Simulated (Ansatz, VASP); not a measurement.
## Na3Zn2N: VASP beside Ansatz

INCAR

```
PREC     = Accurate       # precision mode
ENCUT    = 600            # plane-wave cutoff, eV
EDIFF    = 1E-6           # SCF threshold, eV
ISMEAR   = 0              # smearing method
SIGMA    = 0.1            # smearing width, eV
LREAL    = False          # projectors in reciprocal space
LASPH    = True           # aspherical terms in the spheres
NELM     = 80             # most SCF steps
ALGO     = Normal         # electronic algorithm
ISIF     = 3              # what is computed and relaxed
LWAVE    = False          # write WAVECAR
LCHARG   = False          # write CHGCAR
GGA      = PE             # functional
IBRION   = 2              # ionic algorithm
NSW      = 90             # ionic steps
EDIFFG   = -0.04          # ionic threshold
```

Contents of KPOINTS:

```
regular mesh
0
Gamma
  4 4 4
```

Contents of POSCAR:

```
Na3Zn2N
1.0
    4.9782069400      0.0000000000      0.0000000000
    0.0000000000      4.9782069400      0.0000000000
    0.0000000000      0.0000000000      4.8025467600
Na Zn N
3 2 1
Direct
    0.0000000000      0.5000000000      0.5000000000
    0.5000000000      0.0000000000      0.5000000000
    0.5000000000      0.5000000000      0.5000000000
    0.0000000000      0.0000000000      0.2554811600
    0.0000000000      0.0000000000      0.7445188400
    0.5000000000      0.5000000000      0.0000000000
```

Input for Ansatz:

```yaml
crystal:
  lattice:
    - [4.97820694, 0.0, 0.0]
    - [0.0, 4.97820694, 0.0]
    - [0.0, 0.0, 4.80254676]
  atoms:
    - { symbol: Na, position: [0.0, 0.5, 0.5] }
    - { symbol: Na, position: [0.5, 0.0, 0.5] }
    - { symbol: Na, position: [0.5, 0.5, 0.5] }
    - { symbol: Zn, position: [0.0, 0.0, 0.25548116] }
    - { symbol: Zn, position: [0.0, 0.0, 0.74451884] }
    - { symbol: "N", position: [0.5, 0.5, 0.0] }
basis:
  ecutwfc: 420
kpoints:
  mp_grid: { grid: [4, 4, 4] }
hamiltonian:
  xc: pbe
scf:
  occupations: { method: gaussian, width: 0.1 }
  lower_state_search: "off"
output:
  forces: true
  stress: true
  eigenvalues: true
relax:
  adjacent_minimum: "off"
  f_tol: 0.04
  max_steps: 70
  cell: { stress_tol: 0.4 }
```

Alike in both runs: task relaxation of cell and atoms; functional PBE; k mesh 4 × 4 × 4; occupations gaussian, width 0.1 eV; no spin polarisation.

|  | VASP | Ansatz |
| --- | --- | --- |
| version | VASP 6.6.1 | Ansatz 0.2.0 |
| potentials or method | VASP PAW PBE potentials, release 64 (Na_pv, Zn, N), cutoff 600 eV | scalar-relativistic, plane waves, PAW |
| valence electrons in the cell | 50 | 56 |

Ansatz gave:

- gap on the k mesh at the Fermi level, each at its own relaxed structure (eV): none
- relaxed volume (Å³/atom): 26.37
- relaxed cell length with the largest relative difference (Å): 5.892

Question: Estimate VASP's values.

Answer: gap on the k mesh at the Fermi level, each at its own relaxed structure (eV): none; relaxed volume (Å³/atom): 25.94; relaxed cell length with the largest relative difference (Å): 5.837.

A gap of «none» marks a metal or a gap that the smearing closes. VASP's potentials hold 50 valence electrons a cell and Ansatz's 56, so a difference there can come from the potentials and not from the codes.

Noted on VASP's run: the volume moved by over 15 % at a fixed basis, so the end points are rough.
